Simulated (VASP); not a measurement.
# BN (P4_2/mnm) in VASP: a series of runs, part 2 of 2

VASP 6.6.1.

## Step 3: Single point, PBE

This run uses another cell than the first one, of the same volume but with other edges.

INCAR

```
SYSTEM = BN
ALGO = Normal
EDIFF = 1E-6
ENCUT = 520
GGA = PE
ISIF = 2
ISMEAR = 0
LASPH = .TRUE.
LCHARG = .FALSE.
LREAL = .FALSE.
LWAVE = .FALSE.
NBANDS = 26
NELM = 100
PREC = Accurate
SIGMA = 0.05
```

KPOINTS

```
k-points
0
G
  6 6 10
  0 0 0
```

POSCAR

```
BN
1.0
    4.5222000000      0.0000000000      0.0000000000
    0.0000000000      4.5222000000      0.0000000000
    0.0000000000      0.0000000000      2.7021000000
B N
4 4
Direct
    0.1742811368      0.8257188632      0.5000000000
    0.3257188632      0.3257188632      0.0000000000
    0.6742811368      0.6742811368      0.0000000000
    0.8257188632      0.1742811368      0.5000000000
    0.8126115048      0.8126115048      0.5000000000
    0.3126115048      0.6873884952      0.0000000000
    0.6873884952      0.3126115048      0.0000000000
    0.1873884952      0.1873884952      0.5000000000
```

Potentials or basis: VASP PAW PBE potentials, release 64 (B, N).

On the command line:

```bash
> cat potpaw_PBE.64/B/POTCAR potpaw_PBE.64/N/POTCAR > POTCAR
> mpirun -np 1 vasp_std > vasp.out
```

OUTCAR:

```text
SYSTEM = BN
   EDIFF = 1E-6
   ENCUT = 520
   GGA = PE
   ISIF = 2
   ISMEAR = 0
   LASPH = .TRUE.
   LREAL = .FALSE.
   NELM = 100
   PREC = Accurate

 ion  position               nearest neighbor table
   1  0.174  0.826  0.500-   6 1.61   6 1.61   8 1.64   5 1.64
   2  0.326  0.326  0.000-   8 1.61   8 1.61   6 1.64   7 1.64
   3  0.674  0.674  0.000-   5 1.61   5 1.61   7 1.64   6 1.64
   4  0.826  0.174  0.500-   7 1.61   7 1.61   8 1.64   5 1.64
   5  0.813  0.813  0.500-   3 1.61   3 1.61   4 1.64   1 1.64
   6  0.313  0.687  0.000-   1 1.61   1 1.61   3 1.64   2 1.64
   7  0.687  0.313  0.000-   4 1.61   4 1.61   2 1.64   3 1.64
   8  0.187  0.187  0.500-   2 1.61   2 1.61   4 1.64   1 1.64

  LATTYP: Found a simple tetragonal cell.
 ALAT       =     4.5222000000
 C/A-ratio  =     0.5975189067

  Lattice vectors:

 A1 = (   4.5222000000,   0.0000000000,   0.0000000000)
 A2 = (   0.0000000000,   4.5222000000,   0.0000000000)
 A3 = (   0.0000000000,   0.0000000000,   2.7021000000)

Analysis of symmetry for initial positions (statically):
=====================================================================
 Subroutine PRICEL returns:
 Original cell was already a primitive cell.

 Routine SETGRP: Setting up the symmetry group for a
 simple tetragonal supercell.

 Subroutine GETGRP returns: Found 16 space group operations
 (whereof  8 operations were pure point group operations)
 out of a pool of 16 trial point group operations.

The static configuration has the point symmetry D_2h.
 The point group associated with its full space group is D_4h.

Analysis of symmetry for dynamics (positions and initial velocities):
=====================================================================
 Subroutine PRICEL returns:
 Original cell was already a primitive cell.

 Routine SETGRP: Setting up the symmetry group for a
 simple tetragonal supercell.
[... 135 lines left out ...]
   IALGO  =     38    algorithm
   IMIX   =      4    mixing-type and parameters
     AMIX     =   0.40;   BMIX     =  1.00
     AMIX_MAG =   1.60;   BMIX_MAG =  1.00
  volume/ion in A,a.u.               =       6.91        46.61
  Fermi-wavevector in a.u.,A,eV,Ry     =   1.364555  2.578636 25.334204  1.862011
  Thomas-Fermi vector in A             =   2.490861
   LORBIT       =      0    0 simple, 1 ext, 2 COOP (PROOUT), +10 PAW based schemes
   GGA     = PE    functional components
   LHFCALC =     F    Hartree Fock is set to
   AEXX    =    0.0000 exact exchange contribution
   IVDW    =     0    specifies the selected vdW correction
   LEPSILON=     F    determine dielectric tensor
   LRPA    =     F    only Hartree local field effects (RPA)
 non-spin polarized calculation
 Gauss-broadening in eV      SIGMA  =   0.05
  energy-cutoff  :      520.00
  volume of cell :       55.26
 maximum number of plane-waves:      1506
 NGX is ok and might be reduce to    36

 number of electron      31.9999990 magnetization

 Free energy of the ion-electron system (eV)
  ---------------------------------------------------
  ext. energy  EPLUGINS =         0.00000000
  ---------------------------------------------------
  free energy    TOTEN  =       -68.33157485 eV

  energy without entropy =      -68.33157485  energy(sigma->0) =      -68.33157485

 E-fermi :   5.9764     XC(G=0): -11.9631

 val. band max:        5.7377303529   @ k =   0.0000   0.0000   0.0000
 cond. band min:      10.5484618773   @ k =   0.0000   0.0000   0.3000
 fundamental gap:      4.8107315244
 Fermi energy:         5.9763881697

 k-point     1 :       0.0000    0.0000    0.0000
  band No.  band energies     occupation
      1     -13.2775      2.00000
      2      -9.5676      2.00000
      3      -9.5676      2.00000
      4      -9.3695      2.00000
      5      -3.3574      2.00000
      6      -2.4773      2.00000
[... 685 lines left out ...]
     25      16.7489      0.00000
     26      16.7495      0.00000

 [... further k-points ...]
[... 5 lines left out ...]
  --------------------------------------------------------------------------------------
  -------------------------------------------------------------------------------------
  Total       -7.3287056     -7.3287056    -16.6023109      0.0000000      0.0000000      0.0000000
  in kB     -212.4892225   -212.4892225   -481.3690644      0.0000000      0.0000000      0.0000000
  external PRESSURE =    -302.1158365 kB  Pullay stress =       0.0000000 kB

 VOLUME and BASIS-vectors are now :
 -----------------------------------------------------------------------------
  energy-cutoff  :      520.00
  volume of cell :       55.26
      direct lattice vectors                 reciprocal lattice vectors
     4.522200000  0.000000000  0.000000000     0.221131308  0.000000000  0.000000000
     0.000000000  4.522200000  0.000000000     0.000000000  0.221131308  0.000000000
     0.000000000  0.000000000  2.702100000     0.000000000  0.000000000  0.370082528

 POSITION                                       TOTAL-FORCE (eV/Angst)
 -----------------------------------------------------------------------------------
      0.78813      3.73407      1.35105        -0.029306      0.029306      0.000000
      1.47297      1.47297      0.00000         0.029306      0.029306      0.000000
      3.04923      3.04923      0.00000        -0.029306     -0.029306      0.000000
      3.73407      0.78813      1.35105         0.029306     -0.029306      0.000000
      3.67479      3.67479      1.35105         0.030327      0.030327      0.000000
      1.41369      3.10851      0.00000         0.030327     -0.030327      0.000000
      3.10851      1.41369      0.00000        -0.030327      0.030327      0.000000
      0.84741      0.84741      1.35105        -0.030327     -0.030327      0.000000
 -----------------------------------------------------------------------------------
    total drift:                                0.000000      0.000000      0.000000

  FREE ENERGIE OF THE ION-ELECTRON SYSTEM (eV)
  ---------------------------------------------------
  free  energy   TOTEN  =       -68.3315748467 eV

  energy  without entropy=      -68.3315748467  energy(sigma->0) =      -68.33157485
```

stdout:

```text
POSCAR found type information on POSCAR B N
 POSCAR found :  2 types and       8 ions
 scaLAPACK will be used
 LDA part: xc-table for (Slater+PW92), standard interpolation
 POSCAR, INCAR and KPOINTS ok, starting setup
 FFT: planning ... GRIDC
 FFT: planning ... GRID_SOFT
 FFT: planning ... GRID
 WAVECAR not read
 entering main loop
```

Wall time 52 s (1 thread of Intel Xeon Platinum 8259CL at 2.50GHz (Skylake/Cascade Lake), shared host); peak memory 0.2 GiB.

What came out:

* Free energy: -68.3316 eV
* Pressure: -30.2 GPa
* Largest force: 0.043 eV/Å
* Band gap on the k mesh: 4.81 eV, indirect (least direct gap 5.68 eV)

Forces in eV/Å, atoms in the order of the input:
```
B   -0.029  0.029  0.000
B    0.029  0.029  0.000
B   -0.029 -0.029  0.000
B    0.029 -0.029  0.000
N    0.030  0.030  0.000
N    0.030 -0.030  0.000
N   -0.030  0.030  0.000
N   -0.030 -0.030  0.000
```

Stress tensor (GPa, compression positive):
```
-21.25   0.00   0.00
  0.00 -21.25   0.00
  0.00   0.00 -48.14
```

Levels at points of the mesh, in eV from the valence-band top:
```tsv
k point	band 14	band 15	band 16	band 17	band 18	band 19
(0.00, 0.00, 0.00)	-0.40	0.00	0.00	5.68	6.66	7.90
(0.50, 0.00, 0.00)	-1.53	-1.23	-1.23	6.73	6.73	7.78
(0.50, 0.50, 0.00)	-2.53	-2.21	-2.21	7.03	7.03	7.08
(0.00, 0.00, 0.50)	-3.74	-3.14	-3.14	6.37	6.37	9.71
(0.50, 0.00, 0.50)	-3.33	-1.90	-1.90	6.49	6.49	8.49
(0.50, 0.50, 0.50)	-2.81	-2.23	-2.23	5.92	5.92	6.52
```

## Step 4: Single point, PBE

This run uses another cell than the first one, of 5.16 Å³/atom, 0.748 times its volume.

INCAR

```
  ALGO = Normal
  EDIFF = 1E-7
  ENCUT = 520
  GGA = PE
  ISIF = 2
  ISMEAR = 0
  LASPH = T
  LCHARG = F
  LREAL = F
  LWAVE = F
  NBANDS = 26
  NELM = 80
  PREC = Accurate
  SIGMA = 0.05
```

KPOINTS

```
k-points
0
Gamma
  6 6 10
```

Edit POSCAR of step 3 so:

```diff
@@ -2,5 +2,5 @@
 1.0
-    4.5222000000      0.0000000000      0.0000000000
-    0.0000000000      4.5222000000      0.0000000000
-    0.0000000000      0.0000000000      2.7021000000
+    4.2900000000      0.0000000000      0.0000000000
+    0.0000000000      4.2900000000      0.0000000000
+    0.0000000000      0.0000000000      2.2433000000
 B N
```

On the command line:

```bash
> cat potpaw_PBE.64/B/POTCAR potpaw_PBE.64/N/POTCAR > POTCAR
> mpirun -np 1 vasp_std > vasp.out
```

Run time: 19 s. Hardware: 1 thread of Intel Xeon 6975P-C (Granite Rapids), shared host; peak memory 0.17 GiB.

The run converged. Its results:

* Free energy: -65.4985 eV
* Pressure: 103.9 GPa
* Largest force: 1.582 eV/Å
* Band gap on the k mesh: 4.25 eV, indirect (least direct gap 6.03 eV)

Forces in eV/Å, atoms in the order of the input:
```
B   -1.074  1.074  0.000
B    1.074  1.074  0.000
B   -1.074 -1.074  0.000
B    1.074 -1.074  0.000
N    1.118  1.118  0.000
N    1.118 -1.118  0.000
N   -1.118  1.118  0.000
N   -1.118 -1.118  0.000
```

Stress tensor (GPa, compression positive):
```
 56.42   0.00   0.00
  0.00  56.42   0.00
  0.00   0.00 198.98
```

Levels at points of the mesh, in eV from the valence-band top:
```tsv
k point	band 14	band 15	band 16	band 17	band 18	band 19
(0.00, 0.00, 0.00)	-0.63	-0.30	0.00	7.62	7.62	8.43
(0.50, 0.00, 0.00)	-1.93	-0.98	-0.98	7.60	7.60	9.18
(0.50, 0.50, 0.00)	-2.52	-1.96	-1.96	7.48	7.48	10.71
(0.00, 0.00, 0.50)	-5.35	-3.97	-3.97	6.27	6.27	10.58
(0.50, 0.00, 0.50)	-4.23	-3.23	-3.23	7.10	7.10	8.85
(0.50, 0.50, 0.50)	-3.51	-3.36	-3.36	6.48	6.48	7.28
```

Caveat: forces of over 1 eV/Å act on the atoms, so gaps and moduli don't describe the material at rest.

## Step 5: Overview

```tsv
cell	gap on the mesh (eV)	pressure (GPa)	largest force (eV/Å)
a = 4.456, b = 4.456, c = 2.779 Å, 8 atoms	4.70	-29.4	0.19
a = 4.522, b = 4.522, c = 2.702 Å, 8 atoms	4.81	-30.2	0.04
a = 4.290, b = 4.290, c = 2.243 Å, 8 atoms	4.25	103.9	1.58
```

Alike in all rows: task single point; level PBE; potentials or basis VASP PAW PBE potentials, release 64 (B, N); no spin polarisation; k mesh 6 × 6 × 10; cutoff (eV) 520; smearing gaussian 0.05 eV.

Caveats: forces of over 1 eV/Å act on the atoms, so gaps and moduli don't describe the material at rest (some runs).

Absolute energies hang on the potentials; compare differences alone.
